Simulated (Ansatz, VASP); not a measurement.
# HfC in VASP and in Ansatz

Contents of INCAR:

```
SYSTEM = HfC
  PREC = Accurate
  ENCUT = 600
  EDIFF = 1E-6
  ISMEAR = 0
  SIGMA = 0.1
  LREAL = .False.
  LASPH = .True.
  NELM = 120
  ALGO = Normal
  ISIF = 2
  LWAVE = .False.
  LCHARG = .False.
  GGA = PE
  NBANDS = 22
  GGA_COMPAT = .False.
```

Contents of KPOINTS:

```
regular mesh
0
Gamma
  12 12 8
  0 0 0
```

File POSCAR:

```
HfC
1.0
    3.4810935644      0.0000000000      0.0000000000
   -1.7405467822      3.0147154597      0.0000000000
    0.0000000000      0.0000000000      5.2617648039
Hf C
2 2
Direct
    0.6666666667      0.3333333333      0.7336906634
    0.3333333333      0.6666666667      0.2663093366
    0.0000000000      0.0000000000      0.0000000000
    0.0000000000      0.0000000000      0.5000000000
```

Input for Ansatz:

```yaml
crystal:
  lattice:
    - [3.4810935644, 0.0, 0.0]
    - [-1.7405467822, 3.0147154597, 0.0]
    - [0.0, 0.0, 5.2617648039]
  atoms:
    - { symbol: Hf, position: [0.6666666667, 0.3333333333, 0.7336906634] }
    - { symbol: Hf, position: [0.3333333333, 0.6666666667, 0.2663093366] }
    - { symbol: C, position: [0.0, 0.0, 0.0] }
    - { symbol: C, position: [0.0, 0.0, 0.5] }
basis:
  ecutwfc: 420
kpoints:
  mp_grid: { grid: [12, 12, 8] }
hamiltonian:
  xc: pbe
scf:
  occupations: { method: gaussian, width: 0.1 }
  algorithm: direct_min
output:
  forces: true
  eigenvalues: true
  stress: true
```

Alike in both runs: task single point; functional PBE; k mesh 12 × 12 × 8; occupations gaussian, width 0.1 eV; no spin polarisation.

|  | VASP | Ansatz |
| --- | --- | --- |
| version | VASP 6.6.1 | Ansatz 0.2.0 |
| potentials or method | VASP PAW PBE potentials, release 64 (Hf_pv, C), cutoff 600 eV | scalar-relativistic, plane waves, PAW |
| valence electrons in the cell | 28 | 60 |

```tsv
	VASP	Ansatz	Ansatz less VASP
gap on the k mesh at the Fermi level (eV)	none	none	-
pressure (GPa)	-18.2	-17.3	+0.88
traceless stress, the component that is largest in VASP (GPa)	5.61	5.56	-0.044
rms of the force components (eV/Å)	0.904	0.910	+0.0064
```

Atom by atom the forces differ by 0.006 eV/Å (rms over components). A gap of «none» marks a metal or a gap that the smearing closes. VASP's potentials hold 28 valence electrons a cell and Ansatz's 60, so a difference there can come from the potentials and not from the codes.

Spin-orbit coupling is off throughout.
